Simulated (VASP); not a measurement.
# TmI4 (P-43m) in VASP: a series of runs

TmI4 is run at these levels: PBE; tasks: relaxation of cell and atoms.

Program: VASP 6.6.1. These are calculated values, not measurements. Logs are shortened: lines on timing, memory, paths and dates and some standing lists are left out, and cuts for length are marked.

## 1. The cell of the first run

The structure is cubic, space group P-43m (No. 215). Conventional cell: a = 6.339 Å, b = 6.339 Å, c = 6.339 Å, α = 90.00°, β = 90.00°, γ = 90.00°. Within 3.8 Å of Tm (site symmetry -43m) lie 4 I at 2.85 Å. I (site symmetry 3m) has 1 Tm at 2.85 Å within 3.8 Å.

The cell was built from a structure type or drawn by symmetry, and may not be a known phase.

## 2. Relaxation of cell and atoms, PBE

The input, INCAR:

```
SYSTEM = TmI4
  PREC = Accurate
  ENCUT = 500
  EDIFF = 1E-7
  ISMEAR = 0
  SIGMA = 0.1
  LREAL = .FALSE.
  LASPH = .TRUE.
  NELM = 200
  ALGO = Normal
  ISIF = 3
  LWAVE = .FALSE.
  LCHARG = .FALSE.
  GGA = PE
  IBRION = 2
  NSW = 100
  EDIFFG = -0.01
  GGA_COMPAT = .FALSE.
  NELMIN = 4
  LMAXMIX = 6
```

The input, KPOINTS:

```
regular mesh
0
G
  6 6 6
  0 0 0
```

The input, POSCAR:

```
TmI4
1.0
    6.3389504269      0.0000000000      0.0000000000
    0.0000000000      6.3389504269      0.0000000000
    0.0000000000      0.0000000000      6.3389504269
Tm I
1 4
Direct
    0.0000000000      0.0000000000      0.0000000000
    0.2599802885      0.2599802885      0.2599802885
    0.7400197115      0.7400197115      0.2599802885
    0.2599802885      0.7400197115      0.7400197115
    0.7400197115      0.2599802885      0.7400197115
```

Potentials or basis: VASP PAW PBE potentials, release 64 (Tm_3, I), 4f in core.

The run is started by

```sh
> cat potpaw_PBE.64/Tm_3/POTCAR potpaw_PBE.64/I/POTCAR > POTCAR
> mpirun -np 1 vasp_std > vasp.out
```

OUTCAR:

```text
SYSTEM = TmI4
   PREC = Accurate
   ENCUT = 500
   EDIFF = 1E-7
   ISMEAR = 0
   LREAL = .FALSE.
   LASPH = .TRUE.
   NELM = 200
   ISIF = 3
   GGA = PE
   IBRION = 2
   NSW = 100
   EDIFFG = -0.01
   NELMIN = 4

 ion  position               nearest neighbor table
   1  0.000  0.000  0.000-   2 2.85   3 2.85   4 2.85   5 2.85
   2  0.260  0.260  0.260-   1 2.85
   3  0.740  0.740  0.260-   1 2.85
   4  0.260  0.740  0.740-   1 2.85
   5  0.740  0.260  0.740-   1 2.85

  LATTYP: Found a simple cubic cell.
 ALAT       =     6.3389504269

  Lattice vectors:

 A1 = (   6.3389504269,   0.0000000000,   0.0000000000)
 A2 = (   0.0000000000,   6.3389504269,   0.0000000000)
 A3 = (   0.0000000000,   0.0000000000,   6.3389504269)

Analysis of symmetry for initial positions (statically):
=====================================================================
 Subroutine PRICEL returns:
 Original cell was already a primitive cell.

 Routine SETGRP: Setting up the symmetry group for a
 simple cubic supercell.

 Subroutine GETGRP returns: Found 24 space group operations
 (whereof 24 operations were pure point group operations)
 out of a pool of 48 trial point group operations.

The static configuration has the point symmetry T_d .

Analysis of symmetry for dynamics (positions and initial velocities):
=====================================================================
 Subroutine PRICEL returns:
 Original cell was already a primitive cell.

 Routine SETGRP: Setting up the symmetry group for a
 simple cubic supercell.

 Subroutine GETGRP returns: Found 24 space group operations
 (whereof 24 operations were pure point group operations)
 out of a pool of 48 trial point group operations.

The dynamic configuration has the point symmetry T_d .

 Subroutine INISYM returns: Found 24 space group operations
 (whereof 24 operations are pure point group operations),
 and found     1 'primitive' translations

----------------------------------------------------------------------------------------

                                     Primitive cell

  volume of cell :     254.7136

  direct lattice vectors                    reciprocal lattice vectors
     6.338950427  0.000000000  0.000000000     0.157754823  0.000000000  0.000000000
     0.000000000  6.338950427  0.000000000     0.000000000  0.157754823  0.000000000
     0.000000000  0.000000000  6.338950427     0.000000000  0.000000000  0.157754823

  length of vectors
     6.338950427  6.338950427  6.338950427     0.157754823  0.157754823  0.157754823

  position of ions in fractional coordinates (direct lattice)
     0.000000000  0.000000000  0.000000000
     0.259980289  0.259980289  0.259980289
     0.740019711  0.740019711  0.259980289
     0.259980289  0.740019711  0.740019711
     0.740019711  0.259980289  0.740019711

  ion indices of the primitive-cell ions
   primitive index   ion index
                 1           1
                 2           2
                 3           3
                 4           4
                 5           5

----------------------------------------------------------------------------------------

 KPOINTS: regular mesh

Automatic generation of k-mesh.
 Grid dimensions read from file:
 generate k-points for:    6    6    6

 Generating k-lattice:

  Cartesian coordinates                     Fractional coordinates (reciprocal lattice)
     0.026292470  0.000000000  0.000000000     0.166666667  0.000000000  0.000000000
     0.000000000  0.026292470  0.000000000     0.000000000  0.166666667  0.000000000
     0.000000000  0.000000000  0.026292470     0.000000000  0.000000000  0.166666667

  Length of vectors
     0.026292470  0.026292470  0.026292470

  Shift w.r.t. Gamma in fractional coordinates (k-lattice)
     0.000000000  0.000000000  0.000000000

 Subroutine IBZKPT returns following result:
 ===========================================

 Found     20 irreducible k-points:

 Following reciprocal coordinates:
            Coordinates               Weight
  0.000000  0.000000  0.000000      1.000000
  0.166667  0.000000  0.000000      6.000000
  0.333333  0.000000  0.000000      6.000000
  0.500000  0.000000  0.000000      3.000000
  0.166667  0.166667  0.000000     12.000000
  0.333333  0.166667  0.000000     24.000000
[... 12 lines left out ...]
  0.500000  0.500000  0.333333      6.000000
  0.500000  0.500000  0.500000      1.000000
   k-points           NKPTS =     20   k-points in BZ     NKDIM =     20   number of bands    NBANDS=     22
   number of dos      NEDOS =    301   number of ions     NIONS =      5
   total plane-waves  NPLWV = 110592
   dimension x,y,z NGX =    48 NGY =   48 NGZ =   48
   dimension x,y,z NGXF=    96 NGYF=   96 NGZF=   96
   ions per type =               1   4
   NGX,Y,Z   is equivalent  to a cutoff of  12.59, 12.59, 12.59 a.u.
   NGXF,Y,Z  is equivalent  to a cutoff of  25.18, 25.18, 25.18 a.u.
 SYSTEM =  TmI4
   PREC   = accura    normal or accurate (medium, high low for compatibility)
   ISTART =      0    job   : 0-new  1-cont  2-samecut
   ICHARG =      2    charge: 1-file 2-atom 10-const
   ISPIN  =      1    spin polarized calculation?
   LNONCOLLINEAR =      F non collinear calculations
   LSORBIT =      F    spin-orbit coupling
   LASPH  =      T    aspherical Exc in radial PAW
   ENCUT  =  500.0 eV  36.75 Ry    6.06 a.u.  11.56 11.56 11.56*2*pi/ulx,y,z
   NELM   =    200;   NELMIN=  4; NELMDL= -5     # of ELM steps
   EDIFF  = 0.1E-06   stopping-criterion for ELM
   LREAL  =      F    real-space projection
   EDIFFG = -.1E-01   stopping-criterion for IOM
   NSW    =    100    number of steps for IOM
   IBRION =      2    ionic relax: 0-MD 1-quasi-New 2-CG
   NFREE  =      1    steps in history (QN), initial steepest desc. (CG)
   ISIF   =      3    stress and relaxation
   ISYM   =      2    0-nonsym 1-usesym 2-fastsym
   POTIM  = 0.5000    time-step for ionic-motion
   TEBEG  =    0.0;   TEEND  =   0.0 temperature during run
   PSTRESS=    0.0 pullay stress
   NELECT =      37.0000    total number of electrons
   NUPDOWN=      -1.0000    fix difference up-down
   EMIN   =  10.00;   EMAX   =-10.00  energy-range for DOS
   EFERMI =   0.00;   METHOD = LEGACY
   ISMEAR =     0;   SIGMA  =   0.10  broadening in eV -4-tet -1-fermi 0-gaus
   EFERMI_NEDOS =   21; number of points for ismear=-14 and -15
   IALGO  =     38    algorithm
   IMIX   =      4    mixing-type and parameters
     AMIX     =   0.40;   BMIX     =  1.00
     AMIX_MAG =   1.60;   BMIX_MAG =  1.00
  volume/ion in A,a.u.               =      50.94       343.78
  Fermi-wavevector in a.u.,A,eV,Ry     =   0.860580  1.626261 10.076453  0.740598
  Thomas-Fermi vector in A             =   1.978106
   LORBIT       =      0    0 simple, 1 ext, 2 COOP (PROOUT), +10 PAW based schemes
   GGA     = PE    functional components
   LHFCALC =     F    Hartree Fock is set to
   AEXX    =    0.0000 exact exchange contribution
   IVDW    =     0    specifies the selected vdW correction
   LEPSILON=     F    determine dielectric tensor
   LRPA    =     F    only Hartree local field effects (RPA)
 conjugate gradient relaxation of ions
 non-spin polarized calculation
 Gauss-broadening in eV      SIGMA  =   0.10
  energy-cutoff  :      500.00
  volume of cell :      254.71
 maximum number of plane-waves:      6499
 NGX is ok and might be reduce to    48
   NGX = 23   NGY = 23   NGZ = 23

--------------------------------------- Ionic step        1  -------------------------------------------

 number of electron      36.9999996 magnetization

 Free energy of the ion-electron system (eV)
  ---------------------------------------------------
  ext. energy  EPLUGINS =         0.00000000
  ---------------------------------------------------
  free energy    TOTEN  =       -14.59789973 eV

  energy without entropy =      -14.52480234  energy(sigma->0) =      -14.56135103

------------------------ aborting loop because EDIFF is reached ----------------------------------------

  FORCE on cell =-STRESS in cart. coord.  units (eV):
  Direction    XX          YY          ZZ          XY          YZ          ZX
  --------------------------------------------------------------------------------------
  -------------------------------------------------------------------------------------
  Total        0.0572583      0.0572583      0.0572583     -0.0000000      0.0000000     -0.0000000
  in kB        0.3601611      0.3601611      0.3601611     -0.0000000      0.0000000     -0.0000000
  external PRESSURE =       0.3601611 kB  Pullay stress =       0.0000000 kB
[... 98 lines left out ...]
  FREE ENERGIE OF THE ION-ELECTRON SYSTEM (eV)
  ---------------------------------------------------
  free  energy   TOTEN  =       -14.6028715772 eV

  energy  without entropy=      -14.5309991569  energy(sigma->0) =      -14.56693537

[... ionic steps 4 to 11 ...]

--------------------------------------- Ionic step       12  -------------------------------------------

 number of electron      37.0000006 magnetization

------------------------ aborting loop because EDIFF is reached ----------------------------------------

  FORCE on cell =-STRESS in cart. coord.  units (eV):
  Direction    XX          YY          ZZ          XY          YZ          ZX
  --------------------------------------------------------------------------------------
  -------------------------------------------------------------------------------------
  Total       -0.0496194     -0.0496194     -0.0496194     -0.0000000     -0.0000000     -0.0000000
  in kB       -0.2884468     -0.2884468     -0.2884468     -0.0000000     -0.0000000     -0.0000000
  external PRESSURE =      -0.2884468 kB  Pullay stress =       0.0000000 kB
[... 63 lines left out ...]
  energy  without entropy=      -14.5451166838  energy(sigma->0) =      -14.57995757

--------------------------------------- Ionic step       14  -------------------------------------------

 number of electron      37.0000006 magnetization

 Free energy of the ion-electron system (eV)
  ---------------------------------------------------
  ext. energy  EPLUGINS =         0.00000000
  ---------------------------------------------------
  free energy    TOTEN  =       -14.61485074 eV

  energy without entropy =      -14.54527602  energy(sigma->0) =      -14.58006338

 E-fermi :  -0.6055     XC(G=0):  -6.8522

 val. band max:       -0.6130265675   @ k =   0.3333   0.3333   0.0000
 cond. band min:      -0.5921960469   @ k =   0.5000   0.3333   0.1667
 fundamental gap:      0.0208305206
 Fermi energy:        -0.6055014958

 k-point     1 :       0.0000    0.0000    0.0000
  band No.  band energies     occupation
      1     -25.0652      2.00000
      2     -25.0652      2.00000
      3     -25.0652      2.00000
      4     -11.6354      2.00000
      5     -11.2710      2.00000
      6     -11.2710      2.00000
[... 521 lines left out ...]
  FREE ENERGIE OF THE ION-ELECTRON SYSTEM (eV)
  ---------------------------------------------------
  free  energy   TOTEN  =       -14.6148507362 eV

  energy  without entropy=      -14.5452760225  energy(sigma->0) =      -14.58006338

 reached required accuracy - stopping structural energy minimisation
```

It took 13 min on 1 thread of Intel Xeon Platinum 8375C at 2.90GHz (Ice Lake), shared host; peak memory 0.4 GiB.

Results:

```yaml
Free_energy: -14.6149 eV
Relaxed_volume: 55.09 Å³/atom
Relaxed_cell: a = 6.506 Å, b = 6.506 Å, c = 6.506 Å, α = 90.00°, β = 90.00°, γ = 90.00°
Space_group_after_relaxing_to_0.1_Å: P-43m (No. 215)
Energy_gained_by_relaxing: 3.4 meV/atom
Ionic_steps: 14
Pressure_after_relaxing: 0.0 GPa
Largest_force_after_relaxing: 0.007 eV/Å
Band_gap_on_the_k_mesh: zero (an odd number of electrons rules out a gap without spin polarisation)
```

Forces in eV/Å, atoms in the order of the input:
```
Tm   0.000  0.000  0.000
I   -0.004 -0.004 -0.004
I    0.004  0.004 -0.004
I   -0.004  0.004  0.004
I    0.004 -0.004  0.004
```

Step by step:
```
step  energy change (eV)  largest force (eV/Å)  pressure (GPa)  volume (Å³)
   1              0.0000                0.0944            0.04       254.71
   2             -0.0017                0.0727            0.08       255.14
   3             -0.0050                0.0055            0.21       256.41
   4             -0.0035                0.1350            0.48       258.96
   5             -0.0057                0.0445            0.31       257.32
   6             -0.0064                0.0427            0.30       257.85
   7             -0.0084                0.0371            0.26       259.44
   8             -0.0116                0.0267            0.19       262.63
   9             -0.0157                0.0041            0.07       269.10
  10             -0.0158                0.0382           -0.12       282.36
  11             -0.0169                0.0167           -0.03       276.00
  12             -0.0169                0.0152           -0.03       275.61
  13             -0.0169                0.0140           -0.02       275.24
  14             -0.0170                0.0066           -0.01       275.44
```

Final structure:
```
Tm I
1.0
     6.50646    0.00000    0.00000
     0.00000    6.50646    0.00000
     0.00000    0.00000    6.50646
Tm I
1 4
Direct
  0.00000 0.00000 0.00000
  0.25244 0.25244 0.25244
  0.74755 0.74755 0.25244
  0.25244 0.74755 0.74755
  0.74755 0.25244 0.74755
```

Caveat: spin-orbit coupling is left out, which moves the levels of the heavy elements; the 4f electrons are frozen in the core, so they carry no moment and show no levels; an odd number of electrons without spin polarisation forces a metal; a magnetic or distorted state may lie lower; the run has no spin polarisation, though such a crystal can be magnetic. Spin polarisation is off, so any magnetic state and its effect on volume and gap are missing.

## 3. Relaxation of cell and atoms, PBE

This run uses another cell than the first one, of 54.30 Å³/atom.

The input, INCAR:

```
SYSTEM = TmI4
PREC     = Accurate       ! precision mode
ENCUT    = 500            ! plane-wave cutoff, eV
EDIFF    = 1E-7           ! SCF threshold, eV
ISMEAR   = 0              ! smearing method
SIGMA    = 0.1            ! smearing width, eV
LREAL    = .False.        ! projectors in reciprocal space
LASPH    = .True.         ! aspherical terms in the spheres
NELM     = 200            ! most SCF steps
ALGO     = Normal         ! electronic algorithm
ISIF     = 3              ! what is computed and relaxed
LWAVE    = .False.        ! write WAVECAR
LCHARG   = .False.        ! write CHGCAR
GGA      = PE             ! functional
IBRION   = 2              ! ionic algorithm
NSW      = 100            ! ionic steps
EDIFFG   = -0.01          ! ionic threshold
GGA_COMPAT= .False.      
NELMIN   = 4            
LMAXMIX  = 6              ! l up to which the mixer works
```

The input, KPOINTS:

```
regular mesh
0
Gamma
  6 6 6
  0 0 0
```

The input, POSCAR:

```
TmI4
1.0
    6.4754359813      0.0000000000      0.0000000000
    0.0000000000      6.4754359813      0.0000000000
    0.0000000000      0.0000000000      6.4754359813
Tm I
1 4
Direct
    0.0000000000      0.0000000000      0.0000000000
    0.2531422974      0.2531422974      0.2531422974
    0.7468577026      0.7468577026      0.2531422974
    0.2531422974      0.7468577026      0.7468577026
    0.7468577026      0.2531422974      0.7468577026
```

Potentials or basis: VASP PAW PBE potentials, release 64 (Tm_3, I), 4f in core.

The run is started by

```sh
> cat potpaw_PBE.64/Tm_3/POTCAR potpaw_PBE.64/I/POTCAR > POTCAR
> mpirun -np 1 vasp_std > vasp.out
```

Run time: 3.6 min. Hardware: 1 thread of Intel Xeon Platinum 8375C at 2.90GHz (Ice Lake), shared host; peak memory 0.39 GiB.

The run converged. Its results:

- Free energy: -14.6148 eV
- Relaxed volume: 54.56 Å³/atom
- Relaxed cell: a = 6.486 Å, b = 6.486 Å, c = 6.486 Å, α = 90.00°, β = 90.00°, γ = 90.00°
- Space group after relaxing (to 0.1 Å): P-43m (No. 215)
- Energy gained by relaxing: 0.1 meV/atom
- Ionic steps: 3
- Pressure after relaxing: 0.0 GPa
- Largest force after relaxing: 0.009 eV/Å
- Band gap on the k mesh: zero (an odd number of electrons rules out a gap without spin polarisation)

Forces on the atoms (eV/Å):
```
Tm   0.000  0.000  0.000
I   -0.005 -0.005 -0.005
I    0.005  0.005 -0.005
I   -0.005  0.005  0.005
I    0.005 -0.005  0.005
```

Step by step:
```tsv
step	energy change (eV)	largest force (eV/Å)	pressure (GPa)	volume (Å³)
1	0.0000	0.0336	0.11	271.52
2	-0.0005	0.0157	-0.01	273.01
3	-0.0005	0.0093	0.01	272.81
```

Final structure:
```cif
data_structure
_symmetry_space_group_name_H-M 'P 1'
_symmetry_Int_Tables_number 1
_cell_length_a 6.4857
_cell_length_b 6.4857
_cell_length_c 6.4857
_cell_angle_alpha 90.000
_cell_angle_beta 90.000
_cell_angle_gamma 90.000
_cell_volume 272.81
loop_
_atom_site_label
_atom_site_type_symbol
_atom_site_fract_x
_atom_site_fract_y
_atom_site_fract_z
_atom_site_occupancy
Tm1 Tm 0.00000 0.00000 0.00000 1
I1 I 0.25327 0.25327 0.25327 1
I2 I 0.74673 0.74673 0.25327 1
I3 I 0.25327 0.74673 0.74673 1
I4 I 0.74673 0.25327 0.74673 1
```

Levels at points of the mesh, in eV from the Fermi level:
```csv
k point,band 15,band 16,band 17,band 18,band 19,band 20,band 21,band 22
"(0.00, 0.00, 0.00)",-0.32,-0.32,-0.08,-0.08,-0.08,4.10,4.10,4.33
"(0.50, 0.00, 0.00)",-0.83,-0.36,-0.36,-0.08,-0.08,4.05,4.45,4.51
"(0.50, 0.50, 0.00)",-0.76,-0.29,-0.29,-0.26,0.06,4.25,4.38,4.44
"(0.50, 0.50, 0.50)",-0.25,-0.25,0.07,0.07,0.07,4.26,4.26,4.97
```

Caveat: spin-orbit coupling is left out, which moves the levels of the heavy elements; the 4f electrons are frozen in the core, so they carry no moment and show no levels; an odd number of electrons without spin polarisation forces a metal; a magnetic or distorted state may lie lower; the run has no spin polarisation, though such a crystal can be magnetic. Spin polarisation is off, so any magnetic state and its effect on volume and gap are missing.
